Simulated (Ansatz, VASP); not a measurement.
# One calculation of CdTe, two programs

```xyz
8
Lattice="8.0747 0.0000 0.0000 0.0000 8.0747 0.0000 0.0000 0.0000 4.6932" Properties=species:S:1:pos:R:3 pbc="T T T"
Cd    5.4564    5.4564    0.0000
Cd    1.4190    6.6557    2.3466
Cd    6.6557    1.4190    2.3466
Cd    2.6183    2.6183    0.0000
Te    6.5940    6.5940    2.3466
Te    1.4807    1.4807    2.3466
Te    5.5181    2.5566    0.0000
Te    2.5566    5.5181    0.0000
```

Alike in both runs: functional PBE; k mesh 4 × 4 × 6; occupations gaussian, width 0.02 eV; no spin polarisation.

Ansatz relaxed the structure, and its values are those at the end. VASP's run is a single point on that final structure, the one shown.

|  | VASP | Ansatz |
| --- | --- | --- |
| version | VASP 6.6.1 | Ansatz 0.2.0 |
| potentials or method | VASP PAW PBE potentials, release 64 (Cd, Te), cutoff 520 eV | scalar-relativistic, plane waves, PAW |
| valence electrons in the cell | 72 | 144 |

```tsv
	VASP	Ansatz	Ansatz less VASP
gap on the k mesh at the Fermi level (eV)	0.70	0.71	+0.005
least direct gap on the mesh (eV)	0.70	0.71	+0.005
pressure (GPa)	0.1	0.0	-0.10
rms of the force components (eV/Å)	0.004	0.003	-0.0012
```

With one functional, cell and mesh, what is left measures potentials, basis and numerics. VASP's potentials hold 72 valence electrons a cell and Ansatz's 144, so a difference there can come from the potentials and not from the codes.

Neither program's run includes spin-orbit coupling.
